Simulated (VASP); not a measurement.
# Al3GaN4 (P1) in VASP: a series of runs, part 2 of 2

VASP 6.6.1. The steps go on from the part before.

## Step 3: Single point, PBEsol (mode 4 (171.0 1/cm) frozen in, largest displacement +0.125 Å)

Contents of INCAR:

```
SYSTEM = Al3GaN4
PREC = Accurate ; ENCUT = 520
EDIFF = 1E-6 ; ISMEAR = 0
SIGMA = 0.05 ; LREAL = .FALSE.
LASPH = .TRUE. ; NELM = 100
ALGO = Normal ; ISIF = 2
LWAVE = .FALSE. ; LCHARG = .FALSE.
GGA = PS ; NBANDS = 31
```

Contents of KPOINTS:

```
regular mesh
0
G
  6 8 4
  0 0 0
```

Contents of POSCAR:

```
Al3GaN4
1.0
    5.0434079713      0.0000000000      0.0001149907
    0.0000000000      3.1300738974      0.0000000000
   -0.0032362569      0.0000000000      5.4179919474
Al Ga N
3 1 4
Direct
    0.5002300423      0.4798128014      0.1673295664
    0.0009207036      0.4883263950      0.8348055932
    0.0010880650     -0.0399351594      0.3316926342
    0.4994217138      0.0362993842      0.6662009016
    0.1111724737     -0.0108580120      0.6663292503
    0.1224543238      0.4620612696      0.1671578647
    0.6251234799      0.5256543668      0.8401923551
    0.6231881979     -0.0192461747      0.3262928345
```

Potentials or basis: VASP PAW PBE potentials, release 64 (Al, Ga_d, N).

Launch:

```sh
$ cat potpaw_PBE.64/Al/POTCAR potpaw_PBE.64/Ga_d/POTCAR potpaw_PBE.64/N/POTCAR > POTCAR
$ mpirun -np 1 vasp_std > vasp.out
```

OUTCAR:

```text
SYSTEM = Al3GaN4
   PREC = Accurate
   ENCUT = 520
   EDIFF = 1E-6
   ISMEAR = 0
   LREAL = .FALSE.
   LASPH = .TRUE.
   NELM = 100
   ISIF = 2
   GGA = PS

 ion  position               nearest neighbor table
   1  0.500  0.480  0.167-   7 1.89   8 1.89   8 1.89   6 1.91   4 3.04   4 3.05   3 3.06   3 3.07
                             2 3.10   2 3.10   3 3.13   3 3.13
   2  0.001  0.488  0.835-   5 1.89   5 1.90   7 1.90   6 1.90   4 3.03   4 3.04   3 3.07   1 3.10
                             3 3.10   1 3.10   3 3.16   3 3.19
   3  0.001  0.960  0.332-   6 1.90   5 1.90   8 1.91   6 1.91   1 3.06   2 3.07   1 3.07   2 3.10
                             4 3.11   4 3.12   1 3.13   1 3.13   2 3.16   2 3.19
   4  0.499  0.036  0.666-   7 1.91   8 1.95   7 1.96   5 1.96   2 3.03   2 3.04   1 3.04   1 3.05
                             3 3.11   3 3.12
   5  0.111  0.989  0.666-   2 1.89   2 1.90   3 1.90   4 1.96
   6  0.122  0.462  0.167-   3 1.90   2 1.90   1 1.91   3 1.91
   7  0.625  0.526  0.840-   1 1.89   2 1.90   4 1.91   4 1.96
   8  0.623  0.981  0.326-   1 1.89   1 1.89   3 1.91   4 1.95

  LATTYP: Found a simple monoclinic cell.
 ALAT       =     5.0434079726
 B/A-ratio  =     0.6206267497
 C/A-ratio  =     1.0742721873
 COS(beta)  =    -0.0005745164

  Lattice vectors:

 A1 = (   5.0434079713,   0.0000000000,   0.0001149907)
 A2 = (   0.0000000000,   3.1300738974,   0.0000000000)
 A3 = (  -0.0032362569,   0.0000000000,   5.4179919474)

Analysis of symmetry for initial positions (statically):
=====================================================================
 Subroutine PRICEL returns:
 Original cell was already a primitive cell.

 Routine SETGRP: Setting up the symmetry group for a
 simple monoclinic supercell.

 Subroutine GETGRP returns: Found  1 space group operations
 (whereof  1 operations were pure point group operations)
 out of a pool of  4 trial point group operations.

The static configuration has the point symmetry C_1 .

Analysis of symmetry for dynamics (positions and initial velocities):
[... 149 lines left out ...]
   LHFCALC =     F    Hartree Fock is set to
   AEXX    =    0.0000 exact exchange contribution
   IVDW    =     0    specifies the selected vdW correction
   LEPSILON=     F    determine dielectric tensor
   LRPA    =     F    only Hartree local field effects (RPA)
 non-spin polarized calculation
 Gauss-broadening in eV      SIGMA  =   0.05
  energy-cutoff  :      520.00
  volume of cell :       85.53
 maximum number of plane-waves:      2328
 NGX is ok and might be reduce to    40
   NGX = 19   NGY = 11   NGZ = 21

 number of electron      42.0000005 magnetization

 Free energy of the ion-electron system (eV)
  ---------------------------------------------------
  ext. energy  EPLUGINS =         0.00000000
  ---------------------------------------------------
  free energy    TOTEN  =       -59.96788358 eV

  energy without entropy =      -59.96788358  energy(sigma->0) =      -59.96788358

 E-fermi :   6.0501     XC(G=0): -11.3245

 val. band max:        5.8127551004   @ k =   0.0000   0.0000   0.0000
 cond. band min:       9.2444037568   @ k =   0.0000   0.0000   0.0000
 fundamental gap:      3.4316486564
 Fermi energy:         6.0501438252

 k-point     1 :       0.0000    0.0000    0.0000
  band No.  band energies     occupation
      1      -9.5569      2.00000
      2      -8.1747      2.00000
      3      -8.1165      2.00000
      4      -7.2176      2.00000
      5      -7.0233      2.00000
      6      -6.9556      2.00000
[... 805 lines left out ...]
     30      16.0550      0.00000
     31      16.6438      0.00000

 [... further k-points ...]

------------------------ aborting loop because EDIFF is reached ----------------------------------------

  FORCE on cell =-STRESS in cart. coord.  units (eV):
  Direction    XX          YY          ZZ          XY          YZ          ZX
  --------------------------------------------------------------------------------------
  -------------------------------------------------------------------------------------
  Total       -0.1303642     -0.2782845     -0.0364786      0.2099874      0.1682623      0.0523501
  in kB       -2.4420348     -5.2129380     -0.6833310      3.9335695      3.1519576      0.9806441
  external PRESSURE =      -2.7794346 kB  Pullay stress =       0.0000000 kB

 VOLUME and BASIS-vectors are now :
 -----------------------------------------------------------------------------
  energy-cutoff  :      520.00
  volume of cell :       85.53
      direct lattice vectors                 reciprocal lattice vectors
     5.043407971  0.000000000  0.000114991     0.198278623  0.000000000  0.000118435
     0.000000000  3.130073897  0.000000000     0.000000000  0.319481275  0.000000000
    -0.003236257  0.000000000  5.417991947    -0.000004208  0.000000000  0.184570224

 POSITION                                       TOTAL-FORCE (eV/Angst)
 -----------------------------------------------------------------------------------
      2.52232      1.50185      0.90665         0.006065      0.184049     -0.037693
      0.00194      1.52850      4.52297        -0.015548      0.105500      0.028169
      0.00441      3.00507      1.79711        -0.003638      0.366910      0.029902
      2.51663      0.11362      3.60953        -0.034643     -0.855728     -0.099137
      0.55853      3.09609      3.61018         0.043481      0.053937     -0.023731
      0.61705      1.44629      0.90567         0.001884      0.182162     -0.029644
      3.15003      1.64534      4.55223         0.019544     -0.133381      0.067012
      3.14194      3.06983      1.76792        -0.017145      0.096550      0.065122
 -----------------------------------------------------------------------------------
    total drift:                               -0.000391     -0.000245     -0.001010

  FREE ENERGIE OF THE ION-ELECTRON SYSTEM (eV)
  ---------------------------------------------------
  free  energy   TOTEN  =       -59.9678835790 eV

  energy  without entropy=      -59.9678835790  energy(sigma->0) =      -59.96788358
```

OSZICAR:

```text
N       E                     dE             d eps       ncg     rms          rms(c)
DAV:   1     0.335615367684E+03    0.33562E+03   -0.19106E+04  6689   0.170E+03
DAV:   2    -0.195264059765E+02   -0.35514E+03   -0.32893E+03  7281   0.473E+02
DAV:   3    -0.665778513345E+02   -0.47051E+02   -0.46398E+02  7141   0.132E+02
DAV:   4    -0.685413718445E+02   -0.19635E+01   -0.19553E+01  8277   0.304E+01
DAV:   5    -0.685861671243E+02   -0.44795E-01   -0.44781E-01  7331   0.426E+00    0.161E+01
DAV:   6    -0.599659500465E+02    0.86202E+01   -0.26060E+01  9831   0.510E+01    0.553E+00
DAV:   7    -0.600518672907E+02   -0.85917E-01   -0.26909E+00  7467   0.987E+00    0.398E+00
DAV:   8    -0.599938118338E+02    0.58055E-01   -0.38721E-01  8586   0.586E+00    0.922E-01
DAV:   9    -0.599673857403E+02    0.26426E-01   -0.93045E-02  9785   0.418E+00    0.432E-01
DAV:  10    -0.599676907636E+02   -0.30502E-03   -0.12120E-02  7375   0.641E-01    0.197E-01
DAV:  11    -0.599678807184E+02   -0.18995E-03   -0.66506E-04  9849   0.215E-01    0.322E-02
DAV:  12    -0.599678820276E+02   -0.13092E-05   -0.87500E-05  8037   0.802E-02    0.167E-02
DAV:  13    -0.599678837839E+02   -0.17564E-05   -0.82538E-06  7830   0.209E-02    0.792E-03
DAV:  14    -0.599678835790E+02    0.20493E-06   -0.14919E-06  5545   0.158E-02
   1 F= -.59967884E+02 E0= -.59967884E+02  d E =-.238511E-13
```

It took 8.1 min on 1 thread of AMD EPYC 7R13, shared host; peak memory 0.32 GiB.

Results:

```
Free energy            : -59.9679 eV
Pressure               : -0.3 GPa
Largest force          : 0.862 eV/Å
Band gap on the k mesh : 3.43 eV, direct
```

Forces in eV/Å, atoms in the order of the input:
```
Al   0.006  0.184 -0.038
Al  -0.016  0.105  0.028
Al  -0.004  0.367  0.030
Ga  -0.035 -0.856 -0.099
N    0.043  0.054 -0.024
N    0.002  0.182 -0.030
N    0.020 -0.133  0.067
N   -0.017  0.097  0.065
```

Stress tensor (GPa, compression positive):
```
-0.24  0.39  0.10
 0.39 -0.52  0.32
 0.10  0.32 -0.07
```

Levels at points of the mesh, in eV from the valence-band top:
```
           k point  band 17  band 18  band 19  band 20  band 21  band 22  band 23  band 24  band 25  band 26
(0.00, 0.00, 0.00)    -0.91    -0.76    -0.13    -0.05     0.00     3.43     5.40     5.79     5.92     7.52
(0.50, 0.00, 0.00)    -1.28    -0.71    -0.66    -0.35    -0.30     4.75     5.11     5.58     6.00     8.44
(0.00, 0.50, 0.00)    -2.92    -1.92    -1.83    -1.58    -1.50     5.53     5.57     7.34     7.73     7.95
(0.50, 0.50, 0.00)    -2.93    -1.27    -1.22    -1.09    -0.89     5.90     6.28     6.52     6.54     8.17
(0.00, 0.00, 0.50)    -1.58    -0.63    -0.56    -0.41    -0.24     5.42     5.68     6.85     7.29     7.72
(0.50, 0.00, 0.50)    -1.51    -1.21    -1.19    -1.12    -0.77     5.79     6.05     6.21     6.35     8.05
(0.00, 0.50, 0.50)    -2.23    -2.03    -1.82    -0.82    -0.66     5.06     5.40     5.72     5.94     6.99
(0.50, 0.50, 0.50)    -1.58    -1.56    -1.47    -1.41    -1.16     4.58     4.98     5.07     5.18     7.69
```

Caveat: the cell differs from its parent crystal (mode 4 (171.0 1/cm) frozen in, largest displacement +0.125 Å); the PAW data sets were made with another functional, which shifts forces and pressure a little.

## Step 4: Single point, PBEsol (mode 4 (171.0 1/cm) frozen in, largest displacement +0.075 Å)

Contents of INCAR:

```
ALGO = Normal ; EDIFF = 1E-6
ENCUT = 520 ; GGA = PS
ISIF = 2 ; ISMEAR = 0
LASPH = T ; LCHARG = F
LREAL = F ; LWAVE = F
NBANDS = 31 ; NELM = 100
PREC = Accurate ; SIGMA = 0.05
```

Contents of KPOINTS:

```
k-points
0
Gamma
  6 8 4
```

Contents of POSCAR:

```
Al3GaN4
1.0
    5.0434079713      0.0000000000      0.0001149907
    0.0000000000      3.1300738974      0.0000000000
   -0.0032362569      0.0000000000      5.4179919474
Al Ga N
3 1 4
Direct
    0.5002300423      0.4878876808      0.1673295664
    0.0009207036      0.4929958370      0.8348055932
    0.0010880650     -0.0239610956      0.3316926342
    0.4994217138      0.0217796305      0.6662009016
    0.1111724737     -0.0065148072      0.6663292503
    0.1224543238      0.4772367617      0.1671578647
    0.6251234799      0.5153926201      0.8401923551
    0.6231881979     -0.0115477048      0.3262928345
```

Launch:

```sh
$ cat potpaw_PBE.64/Al/POTCAR potpaw_PBE.64/Ga_d/POTCAR potpaw_PBE.64/N/POTCAR > POTCAR
$ mpirun -np 1 vasp_std > vasp.out
```

Wall time 8.2 min (1 thread of AMD EPYC 7R13, shared host); peak memory 0.31 GiB.

Results (log left out):

| Item | Value |
| --- | --- |
| Free energy | -60.0312 eV |
| Pressure | -0.1 GPa |
| Largest force | 0.512 eV/Å |
| Band gap on the k mesh | 3.47 eV, direct |

Forces on the atoms (eV/Å):
```
Al   0.005  0.111 -0.012
Al  -0.005  0.064  0.012
Al  -0.001  0.219  0.010
Ga  -0.011 -0.511 -0.034
N    0.021  0.031 -0.009
N    0.000  0.108 -0.012
N    0.001 -0.079  0.017
N   -0.009  0.056  0.028
```

Stress tensor (GPa, compression positive):
```
-0.11  0.24  0.03
 0.24 -0.23  0.19
 0.03  0.19 -0.07
```

Levels at points of the mesh, in eV from the valence-band top:
| k point | band 18 | band 19 | band 20 | band 21 | band 22 | band 23 | band 24 | band 25 |
| --- | --- | --- | --- | --- | --- | --- | --- | --- |
| (0.00, 0.00, 0.00) | -0.75 | -0.11 | -0.03 | 0.00 | 3.47 | 5.41 | 5.84 | 5.95 |
| (0.50, 0.00, 0.00) | -0.69 | -0.66 | -0.34 | -0.29 | 4.78 | 5.15 | 5.62 | 6.03 |
| (0.00, 0.50, 0.00) | -1.91 | -1.83 | -1.57 | -1.50 | 5.58 | 5.60 | 7.47 | 7.73 |
| (0.50, 0.50, 0.00) | -1.23 | -1.20 | -1.12 | -0.90 | 6.02 | 6.36 | 6.50 | 6.51 |
| (0.00, 0.00, 0.50) | -0.60 | -0.55 | -0.41 | -0.22 | 5.46 | 5.73 | 6.90 | 7.32 |
| (0.50, 0.00, 0.50) | -1.21 | -1.17 | -1.13 | -0.76 | 5.83 | 6.09 | 6.24 | 6.38 |
| (0.00, 0.50, 0.50) | -1.99 | -1.85 | -0.80 | -0.65 | 5.12 | 5.50 | 5.73 | 5.90 |
| (0.50, 0.50, 0.50) | -1.54 | -1.46 | -1.41 | -1.18 | 4.63 | 5.04 | 5.08 | 5.17 |

Caveat: the cell differs from its parent crystal (mode 4 (171.0 1/cm) frozen in, largest displacement +0.075 Å); the PAW data sets were made with another functional, which shifts forces and pressure a little.
